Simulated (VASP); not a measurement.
# WSeS (P-3m1) in VASP: single point with LDA

Aim: the single point of WSeS with LDA.

Program: VASP 6.6.1. These are calculated values, not measurements. Logs are shortened: lines on timing, memory, paths and dates and some standing lists are left out, and cuts for length are marked.

## (1) The cell of the first run

It takes space group P-3m1 (No. 164, trigonal). Conventional cell: a = 3.248 Å, b = 3.248 Å, c = 13.459 Å, α = 90.00°, β = 90.00°, γ = 120.00°. S (site symmetry 3m) has 3 W at 2.42 Å and 1 Se at 3.22 Å and 6 S at 3.25 Å within 3.3 Å. Within 3.3 Å of Se (site symmetry 3m) lie 3 W at 2.53 Å and 1 S at 3.22 Å and 6 Se at 3.25 Å. Within 3.3 Å of W (site symmetry 3m) lie 3 S at 2.42 Å and 3 Se at 2.53 Å and 6 W at 3.25 Å.

## (2) Single point, LDA, collinear spin

The input, INCAR:

```
PREC = Accurate
ENCUT = 520
EDIFF = 1E-6
ISMEAR = 0
SIGMA = 0.05
LREAL = F
LASPH = T
NELM = 150
ALGO = Normal
ISIF = 2
LWAVE = F
LCHARG = F
ISPIN = 2
MAGMOM = 0 0 0 0 2 -2
LORBIT = 11
LMAXMIX = 4
NBANDS = 39
```

The input, KPOINTS:

```
regular mesh
0
Gamma
  7 7 2
```

The input, POSCAR:

```
WSeS
1.0
    3.2481132200      0.0000000000      0.0000000000
   -1.6240566100      2.8129485600      0.0000000000
    0.0000000000      0.0000000000     13.4587635500
S Se W
2 2 2
Direct
    0.6666666667      0.3333333333      0.3702379300
    0.3333333333      0.6666666667      0.6297620700
    0.3333333333      0.6666666667      0.8692758900
    0.6666666667      0.3333333333      0.1307241100
    0.3333333333      0.6666666667      0.2568466400
    0.6666666667      0.3333333333      0.7431533600
```

Potentials or basis: VASP PAW LDA potentials, release 64 (S, Se, W_sv).

The run is started by

```bash
$ cat potpaw_LDA.64/S/POTCAR potpaw_LDA.64/Se/POTCAR potpaw_LDA.64/W_sv/POTCAR > POTCAR
$ mpirun -np 1 vasp_std > vasp.out
```

OUTCAR:

```text
PREC = Accurate
   ENCUT = 520
   EDIFF = 1E-6
   ISMEAR = 0
   LREAL = F
   LASPH = T
   NELM = 150
   ISIF = 2
   ISPIN = 2
   LORBIT = 11

 ion  position               nearest neighbor table
   1  0.667  0.333  0.370-   5 2.42   5 2.42   5 2.42
   2  0.333  0.667  0.630-   6 2.42   6 2.42   6 2.42
   3  0.333  0.667  0.869-   6 2.53   6 2.53   6 2.53
   4  0.667  0.333  0.131-   5 2.53   5 2.53   5 2.53
   5  0.333  0.667  0.257-   1 2.42   1 2.42   1 2.42   4 2.53   4 2.53   4 2.53
   6  0.667  0.333  0.743-   2 2.42   2 2.42   2 2.42   3 2.53   3 2.53   3 2.53

  LATTYP: Found a hexagonal cell.
 ALAT       =     3.2481132200
 C/A-ratio  =     4.1435635516

  Lattice vectors:

 A1 = (   3.2481132200,   0.0000000000,   0.0000000000)
 A2 = (  -1.6240566100,   2.8129485600,   0.0000000000)
 A3 = (   0.0000000000,   0.0000000000,  13.4587635500)

Analysis of symmetry for initial positions (statically):
=====================================================================
 Subroutine PRICEL returns:
 Original cell was already a primitive cell.

 Routine SETGRP: Setting up the symmetry group for a
 hexagonal supercell.

 Subroutine GETGRP returns: Found 12 space group operations
 (whereof 12 operations were pure point group operations)
 out of a pool of 24 trial point group operations.

The static configuration has the point symmetry D_3d.

Analysis of symmetry for dynamics (positions and initial velocities):
=====================================================================
 Subroutine PRICEL returns:
 Original cell was already a primitive cell.

 Routine SETGRP: Setting up the symmetry group for a
 hexagonal supercell.

 Subroutine GETGRP returns: Found 12 space group operations
 (whereof 12 operations were pure point group operations)
 out of a pool of 24 trial point group operations.

The dynamic configuration has the point symmetry D_3d.

Analysis of structural, dynamic, and magnetic symmetry:
=====================================================================
 Subroutine PRICEL returns:
 Original cell was already a primitive cell.

 Routine SETGRP: Setting up the symmetry group for a
 hexagonal supercell.

 Subroutine GETGRP returns: Found 12 space group operations
 (whereof 12 operations were pure point group operations)
 out of a pool of 24 trial point group operations.

The overall configuration has the point symmetry D_3d.

 Subroutine INISYM returns: Found 12 space group operations
 (whereof 12 operations are pure point group operations),
 and found     1 'primitive' translations

----------------------------------------------------------------------------------------

                                     Primitive cell

  volume of cell :     122.9697

  direct lattice vectors                    reciprocal lattice vectors
     3.248113220  0.000000000  0.000000000     0.307871042  0.177749429  0.000000000
    -1.624056610  2.812948560  0.000000000     0.000000000  0.355498858  0.000000000
     0.000000000  0.000000000 13.458763550     0.000000000  0.000000000  0.074301030

  length of vectors
     3.248113220  3.248113217 13.458763550     0.355498857  0.355498858  0.074301030

  position of ions in fractional coordinates (direct lattice)
     0.666666667  0.333333333  0.370237930
     0.333333333  0.666666667  0.629762070
     0.333333333  0.666666667  0.869275890
     0.666666667  0.333333333  0.130724110
     0.333333333  0.666666667  0.256846640
     0.666666667  0.333333333  0.743153360

  ion indices of the primitive-cell ions
   primitive index   ion index
                 1           1
                 2           2
                 3           3
                 4           4
                 5           5
                 6           6

----------------------------------------------------------------------------------------

 KPOINTS: regular mesh

Automatic generation of k-mesh.
 Grid dimensions read from file:
[... 24 lines left out ...]
  0.285714  0.000000  0.000000      6.000000
  0.428571  0.000000  0.000000      6.000000
  0.142857  0.142857  0.000000      6.000000
  0.285714  0.142857  0.000000     12.000000
[... 8 lines left out ...]
  0.428571  0.142857  0.500000      6.000000
  0.285714  0.285714  0.500000      6.000000
   k-points           NKPTS =     16   k-points in BZ     NKDIM =     16   number of bands    NBANDS=     39
   number of dos      NEDOS =    301   number of ions     NIONS =      6
   total plane-waves  NPLWV =  57600
   dimension x,y,z NGX =    24 NGY =   24 NGZ =  100
   dimension x,y,z NGXF=    48 NGYF=   48 NGZF=  200
   ions per type =               2   2   2
   NGX,Y,Z   is equivalent  to a cutoff of  12.28, 12.28, 12.35 a.u.
   NGXF,Y,Z  is equivalent  to a cutoff of  24.57, 24.57, 24.70 a.u.
 SYSTEM =  unknown system
   PREC   = accura    normal or accurate (medium, high low for compatibility)
   ISTART =      0    job   : 0-new  1-cont  2-samecut
   ICHARG =      2    charge: 1-file 2-atom 10-const
   ISPIN  =      2    spin polarized calculation?
   LNONCOLLINEAR =      F non collinear calculations
   LSORBIT =      F    spin-orbit coupling
   LASPH  =      T    aspherical Exc in radial PAW
   ENCUT  =  520.0 eV  38.22 Ry    6.18 a.u.   6.04  6.04 25.02*2*pi/ulx,y,z
   NELM   =    150;   NELMIN=  2; NELMDL= -5     # of ELM steps
   EDIFF  = 0.1E-05   stopping-criterion for ELM
   LREAL  =      F    real-space projection
   EDIFFG = 0.1E-04   stopping-criterion for IOM
   NSW    =      0    number of steps for IOM
   IBRION =     -1    ionic relax: 0-MD 1-quasi-New 2-CG
   NFREE  =      0    steps in history (QN), initial steepest desc. (CG)
   ISIF   =      2    stress and relaxation
   ISYM   =      2    0-nonsym 1-usesym 2-fastsym
   POTIM  = 0.5000    time-step for ionic-motion
   TEBEG  =    0.0;   TEEND  =   0.0 temperature during run
   PSTRESS=    0.0 pullay stress
   NELECT =      52.0000    total number of electrons
   NUPDOWN=      -1.0000    fix difference up-down
   EMIN   =  10.00;   EMAX   =-10.00  energy-range for DOS
   EFERMI =   0.00;   METHOD = LEGACY
   ISMEAR =     0;   SIGMA  =   0.05  broadening in eV -4-tet -1-fermi 0-gaus
   EFERMI_NEDOS =   21; number of points for ismear=-14 and -15
   IALGO  =     38    algorithm
   IMIX   =      4    mixing-type and parameters
     AMIX     =   0.40;   BMIX     =  1.00
     AMIX_MAG =   1.60;   BMIX_MAG =  1.00
  volume/ion in A,a.u.               =      20.49       138.31
  Fermi-wavevector in a.u.,A,eV,Ry     =   1.228787  2.322071 20.543671  1.509917
  Thomas-Fermi vector in A             =   2.363699
   LORBIT       =     11    0 simple, 1 ext, 2 COOP (PROOUT), +10 PAW based schemes
   GGA     = CA    functional components
   LHFCALC =     F    Hartree Fock is set to
   AEXX    =    0.0000 exact exchange contribution
   IVDW    =     0    specifies the selected vdW correction
   LEPSILON=     F    determine dielectric tensor
   LRPA    =     F    only Hartree local field effects (RPA)
 spin polarized calculation
 Gauss-broadening in eV      SIGMA  =   0.05
  energy-cutoff  :      520.00
  volume of cell :      122.97
 maximum number of plane-waves:      3348
   NGX = 13   NGY = 13   NGZ = 51

 number of electron      52.0000006 magnetization      -0.0000000

 number of electron      52.0000006 magnetization       0.0000000

 Free energy of the ion-electron system (eV)
  ---------------------------------------------------
  ext. energy  EPLUGINS =         0.00000000
  ---------------------------------------------------
  free energy    TOTEN  =       -50.32372703 eV

  energy without entropy =      -50.32372703  energy(sigma->0) =      -50.32372703

 E-fermi :   6.2157     XC(G=0): -10.6306

 val. band max:        5.8162668449   @ k =   0.0000   0.0000   0.0000
 cond. band min:       6.9561771284   @ k =   0.1429   0.1429   0.0000
 fundamental gap:      1.1399102835
 Fermi energy:         6.2156565506

 spin component 1

 k-point     1 :       0.0000    0.0000    0.0000
  band No.  band energies     occupation
      1     -68.1802      1.00000
      2     -68.1801      1.00000
      3     -32.6817      1.00000
      4     -32.6816      1.00000
      5     -32.5431      1.00000
      6     -32.5431      1.00000
[... 645 lines left out ...]
     37      12.6560      0.00000
     38      12.7548      0.00000
 Fermi energy:         6.2156565506

 spin component 2

 k-point     1 :       0.0000    0.0000    0.0000
  band No.  band energies     occupation
      1     -68.1802      1.00000
      2     -68.1801      1.00000
      3     -32.6817      1.00000
      4     -32.6816      1.00000
      5     -32.5431      1.00000
      6     -32.5431      1.00000
[... 645 lines left out ...]
     37      12.6560      0.00000
     38      12.7548      0.00000
 [bands above 38 left out]

------------------------ aborting loop because EDIFF is reached ----------------------------------------

  FORCE on cell =-STRESS in cart. coord.  units (eV):
  Direction    XX          YY          ZZ          XY          YZ          ZX
  --------------------------------------------------------------------------------------
  -------------------------------------------------------------------------------------
  Total       -4.1561689     -4.1561688     -2.8588402     -0.0000000      0.0000000      0.0000000
  in kB      -54.1508968    -54.1508967    -37.2479478     -0.0000000      0.0000000      0.0000000
  external PRESSURE =     -48.5165804 kB  Pullay stress =       0.0000000 kB

 VOLUME and BASIS-vectors are now :
 -----------------------------------------------------------------------------
  energy-cutoff  :      520.00
  volume of cell :      122.97
      direct lattice vectors                 reciprocal lattice vectors
     3.248113220  0.000000000  0.000000000     0.307871042  0.177749429  0.000000000
    -1.624056610  2.812948560  0.000000000     0.000000000  0.355498858  0.000000000
     0.000000000  0.000000000 13.458763550     0.000000000  0.000000000  0.074301030

 POSITION                                       TOTAL-FORCE (eV/Angst)
 -----------------------------------------------------------------------------------
      1.62406      0.93765      4.98294         0.000000     -0.000000     -0.292389
     -0.00000      1.87530      8.47582        -0.000000      0.000000      0.292389
     -0.00000      1.87530     11.69938         0.000000      0.000000     -0.219418
      1.62406      0.93765      1.75938        -0.000000      0.000000      0.219418
     -0.00000      1.87530      3.45684        -0.000000      0.000000      0.070626
      1.62406      0.93765     10.00193         0.000000      0.000000     -0.070626
 -----------------------------------------------------------------------------------
    total drift:                                0.000000      0.000000      0.000000

  FREE ENERGIE OF THE ION-ELECTRON SYSTEM (eV)
  ---------------------------------------------------
  free  energy   TOTEN  =       -50.3237270307 eV

  energy  without entropy=      -50.3237270307  energy(sigma->0) =      -50.32372703

 total charge

# of ion       s       p       d       tot
------------------------------------------
    1        1.354   2.343   0.000   3.696
    2        1.354   2.343   0.000   3.696
    3        1.480   2.353   0.070   3.903
    4        1.480   2.353   0.070   3.903
    5        2.317   6.296   3.408  12.021
    6        2.317   6.296   3.408  12.021
--------------------------------------------------
tot         10.300  21.984   6.957  39.241

 magnetization (x)

# of ion       s       p       d       tot
------------------------------------------
    1       -0.000   0.000   0.000   0.000
    2        0.000  -0.000   0.000  -0.000
    3        0.000  -0.000  -0.000  -0.000
    4       -0.000   0.000   0.000   0.000
    5       -0.000  -0.000  -0.000  -0.000
    6        0.000   0.000   0.000   0.000
--------------------------------------------------
tot          0.000   0.000   0.000   0.000
```

Wall time 98 s (1 thread of Intel Xeon Platinum 8375C at 2.90GHz (Ice Lake), shared host); peak memory 0.28 GiB.

What came out:

| Property | Result |
| --- | --- |
| Free energy | -50.3237 eV |
| Pressure | -4.9 GPa |
| Largest force | 0.292 eV/Å |
| Band gap on the k mesh | 1.14 eV (least direct gap 2.13 eV) |
| Net moment | 0.00 μB per cell |
| Valence electrons inside the program's atomic spheres | S 3.70; Se 3.90; W 12.02 |

Forces on the atoms (eV/Å):
```
S    0.000  0.000 -0.292
S    0.000  0.000  0.292
Se   0.000  0.000 -0.219
Se   0.000  0.000  0.219
W    0.000  0.000  0.071
W    0.000  0.000 -0.071
```

Stress tensor (GPa, compression positive):
```
-5.42  0.00  0.00
 0.00 -5.42  0.00
 0.00  0.00 -3.72
```

Levels at points of the mesh, in eV from the valence-band top:
Spin up:
| k point | band 22 | band 23 | band 24 | band 25 | band 26 | band 27 | band 28 | band 29 | band 30 | band 31 |
| --- | --- | --- | --- | --- | --- | --- | --- | --- | --- | --- |
| (0.00, 0.00, 0.00) | -1.76 | -1.76 | -1.71 | -0.87 | 0.00 | 2.46 | 2.46 | 2.48 | 2.48 | 2.70 |
| (0.00, 0.00, 0.50) | -1.77 | -1.77 | -1.77 | -0.47 | -0.12 | 2.46 | 2.46 | 2.48 | 2.48 | 2.72 |
Spin down:
| k point | band 23 | band 24 | band 25 | band 26 | band 27 | band 28 | band 29 | band 30 |
| --- | --- | --- | --- | --- | --- | --- | --- | --- |
| (0.00, 0.00, 0.00) | -1.76 | -1.71 | -0.87 | 0.00 | 2.46 | 2.46 | 2.48 | 2.48 |
| (0.00, 0.00, 0.50) | -1.77 | -1.77 | -0.47 | -0.12 | 2.46 | 2.46 | 2.48 | 2.48 |

Caveat: the cell stands under tension; spin-orbit coupling is left out, which moves the levels of the heavy elements. A k mesh can miss the band edges.
